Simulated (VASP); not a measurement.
BAs: single point with LDA

BAs:

```
CELL_PARAMETERS angstrom
0.00000 2.40963 2.40963
2.40963 0.00000 2.40963
2.40963 2.40963 0.00000
ATOMIC_POSITIONS crystal
B 0.75000 0.75000 0.75000
As 0.00000 0.00000 0.00000
```

```yaml
Program: VASP 6.6.1
Task: single point
Functional: LDA
Potentials_or_basis: VASP PAW LDA potentials, release 64 (B, As)
Cutoff: 520 eV
k_mesh: 11 × 11 × 11
Occupations: fermi-dirac, width 0.01 eV
Spin: no spin polarisation
```

```
Pressure               : -6.5 GPa
Band gap on the k mesh : 1.17 eV, indirect (least direct gap 3.22 eV)
```

Levels at points of the mesh, in eV from the valence-band top:
| k point | band 1 | band 2 | band 3 | band 4 | band 5 | band 6 | band 7 | band 8 |
| --- | --- | --- | --- | --- | --- | --- | --- | --- |
| (0.00, 0.00, 0.00) | -15.14 | 0.00 | 0.00 | 0.00 | 3.22 | 3.22 | 3.22 | 4.36 |

Run time: 26 s on 1 thread of Intel Xeon 8259CL, on a shared host, peak memory 0.15 GiB.

A k mesh can miss the band edges. LDA gaps usually lie below the measured ones, often by a third to a half.
